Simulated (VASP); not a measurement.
Here is a VASP 6.6.1 calculation.

INCAR

```
SYSTEM = GaN
PREC = Accurate
ENCUT = 520
EDIFF = 1E-8
ISMEAR = 0
SIGMA = 0.01
LREAL = .FALSE.
LASPH = .TRUE.
NELM = 80
ALGO = Normal
ISIF = 2
LWAVE = .FALSE.
LCHARG = .TRUE.
GGA = PS
IBRION = 8
NSW = 1
LEPSILON = .TRUE.
```

Contents of KPOINTS:

```
Automatic mesh
0
G
  12 12 12
  0 0 0
```

File POSCAR:

```
GaN
1.0
    0.0000000000      2.1713573498      2.1713573498
    2.1713573498      0.0000000000      2.1713573498
    2.1713573498      2.1713573498      0.0000000000
Ga N
1 1
Direct
    0.0000000000      0.0000000000      0.0000000000
    0.7500000000      0.7500000000      0.7500000000
```

Potentials or basis: VASP PAW PBE potentials, release 64 (Ga_d, N).

Run with:

```console
$ cat potpaw_PBE.64/Ga_d/POTCAR potpaw_PBE.64/N/POTCAR > POTCAR
$ mpirun -np 1 vasp_std > vasp.out
```

(1) Predict the electronic dielectric tensor (diagonal).

(2) What does it give for the Born charges (mean of the diagonal)?

(3) Predict the highest phonon frequency at Γ, LO-TO splitting left out.

## Answers

(1) 5.42.

(2) Ga +2.60; N -2.60 e.

(3) 622 cm⁻¹.

Caveat: the cell wasn't relaxed at this level first, which shifts response properties.
